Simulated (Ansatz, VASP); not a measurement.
# In3Sb in VASP and in Ansatz

```
In Sb
1.0
     4.78636    0.00000    0.00000
     0.00000    4.78636    0.00000
     0.00000    0.00000    4.78636
In Sb
3 1
Direct
  0.50000 0.50000 0.00000
  0.50000 0.00000 0.50000
  0.00000 0.50000 0.50000
  0.00000 0.00000 0.00000
```

Alike in both runs: functional r2SCAN; k mesh 10 × 10 × 10; occupations gaussian, width 0.1 eV; no spin polarisation.

Ansatz relaxed the structure, and its values are those at the end. VASP's run is a single point on that final structure, the one shown.

|  | VASP | Ansatz |
| --- | --- | --- |
| version | VASP 6.6.1 | Ansatz 0.2.0 |
| potentials or method | VASP PAW PBE potentials, release 64 (In_d, Sb), cutoff 520 eV | scalar-relativistic, plane waves, PAW |
| valence electrons in the cell | 44 | 54 |

|  | VASP | Ansatz | Ansatz less VASP |
| --- | --- | --- | --- |
| gap on the k mesh at the Fermi level (eV) | none | none | - |
| pressure (GPa) | 0.0 | 0.0 | +0.01 |

VASP's potentials were made for PBE, not for r2SCAN. A gap of «none» marks a metal or a gap that the smearing closes. With one functional, cell and mesh, what is left measures potentials, basis and numerics. VASP's potentials hold 44 valence electrons a cell and Ansatz's 54, so a difference there can come from the potentials and not from the codes.

Spin-orbit coupling is off throughout.
